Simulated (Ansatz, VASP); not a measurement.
## One calculation of SiC, two programs

```
Si C
1.0
     3.07569    0.00000    0.00000
    -1.53785    2.66363    0.00000
     0.00000    0.00000   10.07065
Si C
4 4
Direct
  0.66667 0.33333 0.93784
  0.33333 0.66667 0.43784
  0.00000 0.00000 0.68789
  0.00000 0.00000 0.18789
  0.66667 0.33333 0.74980
  0.33333 0.66667 0.24980
  0.00000 0.00000 0.50046
  0.00000 0.00000 0.00046
```

Alike in both runs: task relaxation of cell and atoms; functional LDA; k mesh 12 × 12 × 4; occupations gaussian, width 0.02 eV; no spin polarisation.

|  | VASP | Ansatz |
| --- | --- | --- |
| version | VASP 6.6.1 | Ansatz 0.2.0 |
| potentials or method | VASP PAW LDA potentials, release 64 (Si, C), cutoff 600 eV | scalar-relativistic, plane waves, PAW |
| valence electrons in the cell | 32 | 32 |

```tsv
	VASP	Ansatz	Ansatz less VASP
gap on the k mesh at the Fermi level, each at its own relaxed structure (eV)	2.17	2.18	+0.010
relaxed volume (Å³/atom)	10.15	10.14	-0.011
relaxed cell length with the largest relative difference (Å)	10.017	10.012	-0.0046
```

LDA's correlation is that of Perdew and Zunger in VASP and of Perdew and Wang (1992) in Ansatz.
